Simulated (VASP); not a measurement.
Runs of VASP 6.6.1 on BeCd2S3. The structure is that of space group P6mm (No. 183), or close to it. The cells are those of the table. 

```csv
task,cell,k mesh,cutoff (eV),gap on the mesh (eV),pressure (GPa),largest force (eV/Å)
single point,"a = 4.534, b = 4.534, c = 9.665 Å, angles 90.0, 90.0, 120.0°, 6 atoms",12 × 12 × 4,520,none,0.1,0.06
single point,"a = 4.483, b = 4.483, c = 8.116 Å, angles 90.0, 90.0, 120.0°, 6 atoms",6 × 6 × 2,520,none,55.9,(a)
relaxation of cell and atoms,"relaxed from a = 4.483, b = 4.483, c = 8.116 Å, angles 90.0, 90.0, 120.0°, 6 atoms",6 × 6 × 2,600,none,0.0,0.02
single point,"a = 4.540, b = 4.540, c = 9.638 Å, angles 90.0, 90.0, 120.0°, 6 atoms",6 × 6 × 2,520,none,(b),0.09
```

Alike in all rows: level PBE; potentials or basis VASP PAW PBE potentials, release 64 (Be, Cd, S); no spin polarisation; smearing gaussian 0.1 eV.

Q: Estimate the missing entries.

A: (a) 23.75; (b) 0.2.

Caveats: some runs use coarse meshes; forces of over 1 eV/Å act on the atoms, so gaps and moduli don't describe the material at rest (some runs).

A k mesh can miss the band edges, and the runs leave out spin-orbit coupling on Cd.

A gap of «none» marks levels without a gap at the run's occupations.
